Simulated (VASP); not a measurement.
# Al (P6/mmm) in VASP: notebook

Runs on Al. Level: PBE. Tasks: single point, relaxation of cell and atoms.

All numbers are computed with VASP 6.6.1; they aren't measurements. Logs are shortened: lines on timing, memory, paths and dates and some standing lists are left out, and cuts for length are marked.

## Step 1: The cell of the first run

It takes space group P6/mmm (No. 191, hexagonal). The conventional cell has a = 2.785 Å, b = 2.785 Å, c = 2.797 Å, α = 90.00°, β = 90.00°, γ = 120.00°. Al (site symmetry 6/mmm) has 8 Al at 2.78 to 2.80 Å within 3.7 Å.

## Step 2: Single point, PBE

Input file INCAR:

```
PREC = Accurate
ENCUT = 520
EDIFF = 1E-7
ISMEAR = 0
SIGMA = 0.1
LREAL = F
LASPH = T
NELM = 60
ALGO = Fast
ISIF = 2
LWAVE = F
LCHARG = F
GGA = PE
NBANDS = 8
```

Input file KPOINTS:

```
Automatic mesh
0
Gamma
  18 18 16
```

Input file POSCAR:

```
Al
1.0
    2.7846952132      0.0000000000      0.0000000000
   -1.3923476066      2.4116167964      0.0000000000
    0.0000000000      0.0000000000      2.7967772107
Al
1
Direct
    0.0000000000      0.0000000000      0.0000000000
```

Potentials or basis: VASP PAW PBE potentials, release 64 (Al).

Started as:

```sh
> cat potpaw_PBE.64/Al/POTCAR > POTCAR
> mpirun -np 1 vasp_std > vasp.out
```

OUTCAR:

```text
PREC = Accurate
   ENCUT = 520
   EDIFF = 1E-7
   ISMEAR = 0
   LREAL = F
   LASPH = T
   NELM = 60
   ISIF = 2
   GGA = PE

 ion  position               nearest neighbor table
   1  0.000  0.000  0.000-

  LATTYP: Found a hexagonal cell.
 ALAT       =     2.7846952132
 C/A-ratio  =     1.0043387145

  Lattice vectors:

 A1 = (   2.7846952132,   0.0000000000,   0.0000000000)
 A2 = (  -1.3923476066,   2.4116167964,   0.0000000000)
 A3 = (   0.0000000000,   0.0000000000,   2.7967772107)

Analysis of symmetry for initial positions (statically):
=====================================================================
 Subroutine PRICEL returns:
 Original cell was already a primitive cell.

 Routine SETGRP: Setting up the symmetry group for a
 hexagonal supercell.

 Subroutine GETGRP returns: Found 24 space group operations
 (whereof 24 operations were pure point group operations)
 out of a pool of 24 trial point group operations.

The static configuration has the point symmetry D_6h.

Analysis of symmetry for dynamics (positions and initial velocities):
=====================================================================
 Subroutine PRICEL returns:
 Original cell was already a primitive cell.

 Routine SETGRP: Setting up the symmetry group for a
 hexagonal supercell.

 Subroutine GETGRP returns: Found 24 space group operations
 (whereof 24 operations were pure point group operations)
 out of a pool of 24 trial point group operations.

The dynamic configuration has the point symmetry D_6h.

 Subroutine INISYM returns: Found 24 space group operations
 (whereof 24 operations are pure point group operations),
 and found     1 'primitive' translations

----------------------------------------------------------------------------------------

                                     Primitive cell

  volume of cell :      18.7821

  direct lattice vectors                    reciprocal lattice vectors
     2.784695213  0.000000000  0.000000000     0.359105727  0.207329788  0.000000000
    -1.392347607  2.411616796  0.000000000     0.000000000  0.414659577  0.000000000
     0.000000000  0.000000000  2.796777211     0.000000000  0.000000000  0.357554401

  length of vectors
     2.784695213  2.784695213  2.796777211     0.414659577  0.414659577  0.357554401

  position of ions in fractional coordinates (direct lattice)
     0.000000000  0.000000000  0.000000000

  ion indices of the primitive-cell ions
   primitive index   ion index
                 1           1

----------------------------------------------------------------------------------------

 KPOINTS: Automatic mesh

Automatic generation of k-mesh.
 Grid dimensions read from file:
 generate k-points for:   18   18   16

 Generating k-lattice:

  Cartesian coordinates                     Fractional coordinates (reciprocal lattice)
     0.019950318  0.011518322  0.000000000     0.055555556  0.000000000  0.000000000
     0.000000000  0.023036643  0.000000000     0.000000000  0.055555556  0.000000000
     0.000000000  0.000000000  0.022347150     0.000000000  0.000000000  0.062500000

  Length of vectors
     0.023036643  0.023036643  0.022347150

  Shift w.r.t. Gamma in fractional coordinates (k-lattice)
     0.000000000  0.000000000  0.000000000

 Subroutine IBZKPT returns following result:
 ===========================================

 Found    333 irreducible k-points:

 Following reciprocal coordinates:
            Coordinates               Weight
  0.000000  0.000000  0.000000      1.000000
  0.055556  0.000000  0.000000      6.000000
  0.111111  0.000000  0.000000      6.000000
  0.166667  0.000000  0.000000      6.000000
  0.222222 -0.000000  0.000000      6.000000
  0.277778  0.000000  0.000000      6.000000
[... 16 lines left out ...]
  0.333333  0.111111  0.000000     12.000000
  0.388889  0.111111  0.000000     12.000000
 [... further k-points ...]
   k-points           NKPTS =    333   k-points in BZ     NKDIM =    333   number of bands    NBANDS=      8
   number of dos      NEDOS =    301   number of ions     NIONS =      1
   total plane-waves  NPLWV =  13824
   dimension x,y,z NGX =    24 NGY =   24 NGZ =   24
   dimension x,y,z NGXF=    48 NGYF=   48 NGZF=   48
   ions per type =               1
   NGX,Y,Z   is equivalent  to a cutoff of  14.33, 14.33, 14.27 a.u.
   NGXF,Y,Z  is equivalent  to a cutoff of  28.66, 28.66, 28.53 a.u.
 SYSTEM =  unknown system
   PREC   = accura    normal or accurate (medium, high low for compatibility)
   ISTART =      0    job   : 0-new  1-cont  2-samecut
   ICHARG =      2    charge: 1-file 2-atom 10-const
   ISPIN  =      1    spin polarized calculation?
   LNONCOLLINEAR =      F non collinear calculations
   LSORBIT =      F    spin-orbit coupling
   LASPH  =      T    aspherical Exc in radial PAW
   ENCUT  =  520.0 eV  38.22 Ry    6.18 a.u.   5.18  5.18  5.20*2*pi/ulx,y,z
   NELM   =     60;   NELMIN=  2; NELMDL= -5     # of ELM steps
   EDIFF  = 0.1E-06   stopping-criterion for ELM
   LREAL  =      F    real-space projection
   EDIFFG = 0.1E-05   stopping-criterion for IOM
   NSW    =      0    number of steps for IOM
   IBRION =     -1    ionic relax: 0-MD 1-quasi-New 2-CG
   NFREE  =      0    steps in history (QN), initial steepest desc. (CG)
   ISIF   =      2    stress and relaxation
   ISYM   =      2    0-nonsym 1-usesym 2-fastsym
   POTIM  = 0.5000    time-step for ionic-motion
   TEBEG  =    0.0;   TEEND  =   0.0 temperature during run
   PSTRESS=    0.0 pullay stress
   NELECT =       3.0000    total number of electrons
   NUPDOWN=      -1.0000    fix difference up-down
   EMIN   =  10.00;   EMAX   =-10.00  energy-range for DOS
   EFERMI =   0.00;   METHOD = LEGACY
   ISMEAR =     0;   SIGMA  =   0.10  broadening in eV -4-tet -1-fermi 0-gaus
   EFERMI_NEDOS =   21; number of points for ismear=-14 and -15
   IALGO  =     68    algorithm
   IMIX   =      4    mixing-type and parameters
     AMIX     =   0.40;   BMIX     =  1.00
     AMIX_MAG =   1.60;   BMIX_MAG =  1.00
  volume/ion in A,a.u.               =      18.78       126.75
  Fermi-wavevector in a.u.,A,eV,Ry     =   0.888247  1.678544 10.734773  0.788984
  Thomas-Fermi vector in A             =   2.009652
   LORBIT       =      0    0 simple, 1 ext, 2 COOP (PROOUT), +10 PAW based schemes
   GGA     = PE    functional components
   LHFCALC =     F    Hartree Fock is set to
   AEXX    =    0.0000 exact exchange contribution
   IVDW    =     0    specifies the selected vdW correction
   LEPSILON=     F    determine dielectric tensor
   LRPA    =     F    only Hartree local field effects (RPA)
 non-spin polarized calculation
 RMM-DIIS sequential band-by-band and
 Gauss-broadening in eV      SIGMA  =   0.10
  energy-cutoff  :      520.00
  volume of cell :       18.78
 maximum number of plane-waves:       527
 NGX is ok and might be reduce to    24
   NGX = 11   NGY = 11   NGZ = 11

 number of electron       3.0000000 magnetization

 Free energy of the ion-electron system (eV)
  ---------------------------------------------------
  ext. energy  EPLUGINS =         0.00000000
  ---------------------------------------------------
  free energy    TOTEN  =        -3.52685993 eV

  energy without entropy =       -3.52370063  energy(sigma->0) =       -3.52528028

 E-fermi :   6.4396     XC(G=0):  -9.6923

 val. band max:        6.4373882607   @ k =   0.3889   0.0556   0.4375
 cond. band min:       6.4432433291   @ k =   0.2778   0.1111   0.3750
 fundamental gap:      0.0058550684
 Fermi energy:         6.4395516480

 k-point     1 :       0.0000    0.0000    0.0000
  band No.  band energies     occupation
      1      -3.6472      2.00000
      2      13.8640      0.00000
      3      14.0413      0.00000
      4      19.3805      0.00000
      5      19.3805      0.00000
      6      19.4334      0.00000
      7      19.4334      0.00000
      8      23.1742      0.00000

 k-point     2 :       0.0556    0.0000    0.0000
  band No.  band energies     occupation
      1      -3.5687      2.00000
      2      13.8299      0.00000
      3      14.1084      0.00000
      4      17.7813      0.00000
      5      18.2772      0.00000
      6      19.9649      0.00000
      7      20.6705      0.00000
      8      24.1541      0.00000

 k-point     3 :       0.1111    0.0000    0.0000
  band No.  band energies     occupation
      1      -3.3336      2.00000
      2      13.5844      0.00000
      3      14.3098      0.00000
      4      16.0186      0.00000
      5      17.2820      0.00000
      6      19.7356      0.00000
      7      22.0659      0.00000
      8      25.9083      0.00000

 k-point     4 :       0.1667    0.0000    0.0000
  band No.  band energies     occupation
      1      -2.9425      2.00000
      2      12.5571      0.00000
      3      14.6454      0.00000
      4      15.0214      0.00000
      5      16.4209      0.00000
      6      19.4029      0.00000
      7      23.5903      0.00000
      8      27.1913      0.00000

 k-point     5 :       0.2222   -0.0000    0.0000
  band No.  band energies     occupation
      1      -2.3969      2.00000
      2      10.8297      0.00000
      3      14.7535      0.00000
      4      15.1153      0.00000
      5      15.6934      0.00000
      6      19.2476      0.00000
      7      25.2369      0.00000
      8      26.8247      0.00000
[... 177 lines left out ...]
 k-point    22 :       0.2778    0.1111    0.0000
  band No.  band energies     occupation
      1      -0.6187      2.00000
      2       7.4334      0.00000
      3      11.2435      0.00000
      4      16.6583      0.00000
      5      17.3400      0.00000
      6      20.8248      0.00000
      7      23.7831      0.00000
      8      26.1776      0.00000

 k-point    23 :       0.3333    0.1111    0.0000
  band No.  band energies     occupation
      1       0.3766      2.00000
      2       5.7636      2.00000
      3      10.9162      0.00000
      4      17.5269      0.00000
      5      17.5435      0.00000
      6      21.2143      0.00000
      7      22.3258      0.00000
      8      25.6178      0.00000

 k-point    24 :       0.3889    0.1111    0.0000
  band No.  band energies     occupation
      1       1.5164      2.00000
      2       4.2157      2.00000
      3      10.7177      0.00000
      4      17.6271      0.00000
      5      18.5175      0.00000
      6      20.9708      0.00000
      7      21.9497      0.00000
      8      24.3607      0.00000

 [... further k-points ...]

------------------------ aborting loop because EDIFF is reached ----------------------------------------

  FORCE on cell =-STRESS in cart. coord.  units (eV):
  Direction    XX          YY          ZZ          XY          YZ          ZX
  --------------------------------------------------------------------------------------
  -------------------------------------------------------------------------------------
  Total       -0.0065550     -0.0065550      0.0010234      0.0000000     -0.0000000      0.0000000
  in kB       -0.5591603     -0.5591603      0.0872985      0.0000000     -0.0000000      0.0000000
  external PRESSURE =      -0.3436740 kB  Pullay stress =       0.0000000 kB

 VOLUME and BASIS-vectors are now :
 -----------------------------------------------------------------------------
  energy-cutoff  :      520.00
  volume of cell :       18.78
      direct lattice vectors                 reciprocal lattice vectors
     2.784695213  0.000000000  0.000000000     0.359105727  0.207329788  0.000000000
    -1.392347607  2.411616796  0.000000000     0.000000000  0.414659577  0.000000000
     0.000000000  0.000000000  2.796777211     0.000000000  0.000000000  0.357554401

 POSITION                                       TOTAL-FORCE (eV/Angst)
 -----------------------------------------------------------------------------------
      0.00000      0.00000      0.00000         0.000000      0.000000      0.000000
 -----------------------------------------------------------------------------------
    total drift:                               -0.000000     -0.000000      0.000000

  FREE ENERGIE OF THE ION-ELECTRON SYSTEM (eV)
  ---------------------------------------------------
  free  energy   TOTEN  =        -3.5268599329 eV

  energy  without entropy=       -3.5237006277  energy(sigma->0) =       -3.52528028
```

It took 32 s on 1 thread of Intel Xeon Platinum 8488C (Sapphire Rapids), shared host; peak memory 0.16 GiB.

What came out:

```
Free energy : -3.5269 eV
Pressure    : 0.0 GPa
```

## Step 3: Relaxation of cell and atoms, PBE

This run uses another cell than the first one, of 18.68 Å³/atom, 0.995 times its volume.

Input file INCAR:

```
PREC = Accurate
ENCUT = 600
EDIFF = 1E-6
ISMEAR = 0
SIGMA = 0.1
LREAL = F
LASPH = T
NELM = 60
ALGO = Normal
ISIF = 3
LWAVE = F
LCHARG = F
GGA = PE
IBRION = 2
NSW = 100
EDIFFG = -0.01
```

KPOINTS is that of step 2.

Input file POSCAR:

```
Al
1.0
    2.7825281607      0.0000000000      0.0000000000
   -1.3912640803      2.4097400739      0.0000000000
    0.0000000000      0.0000000000      2.7866192483
Al
1
Direct
    0.0000000000      0.0000000000      0.0000000000
```

Potentials or basis: VASP PAW PBE potentials, release 64 (Al).

Started as:

```sh
> cat potpaw_PBE.64/Al/POTCAR > POTCAR
> mpirun -np 1 vasp_std > vasp.out
```

Wall time 17 s (1 thread of Intel Xeon Platinum 8488C (Sapphire Rapids), shared host); peak memory 0.16 GiB.

The run converged. Its results:

| Quantity | Value |
| --- | --- |
| Free energy | -3.5269 eV |
| Relaxed volume | 18.78 Å³/atom |
| Relaxed cell | a = 2.786 Å, b = 2.786 Å, c = 2.795 Å, α = 90.00°, β = 90.00°, γ = 120.00° |
| Space group after relaxing (to 0.05 Å) | P6/mmm (No. 191) |
| Energy gained by relaxing | 0.1 meV/atom |
| Ionic steps | 2 |
| Pressure after relaxing | 0.0 GPa |

Stress tensor (GPa, compression positive):
```
-0.08  0.00  0.00
 0.00 -0.08  0.00
 0.00  0.00  0.08
```

The path:
```csv
step,energy change (eV),largest force (eV/Å),pressure (GPa),volume (Å³)
1,0.0000,0.0000,0.30,18.68
2,-0.0001,0.0000,-0.03,18.78
```

Final structure:
```
Al
1.0
     2.78566    0.00000    0.00000
    -1.39283    2.41245    0.00000
     0.00000    0.00000    2.79464
Al
1
Direct
  0.00000 0.00000 0.00000
```

Levels at points of the mesh, in eV from the Fermi level:
```csv
k point,band 1,band 2,band 3,band 4,band 5
"(0.00, 0.00, 0.00)",-10.09,7.44,7.63,12.93,12.93
"(0.50, 0.00, 0.00)",-3.90,-3.84,7.59,7.75,12.82
"(0.00, 0.00, 0.50)",-6.20,-4.59,15.07,15.07,16.18
"(0.50, 0.00, 0.50)",-0.79,0.57,0.71,2.40,10.68
```
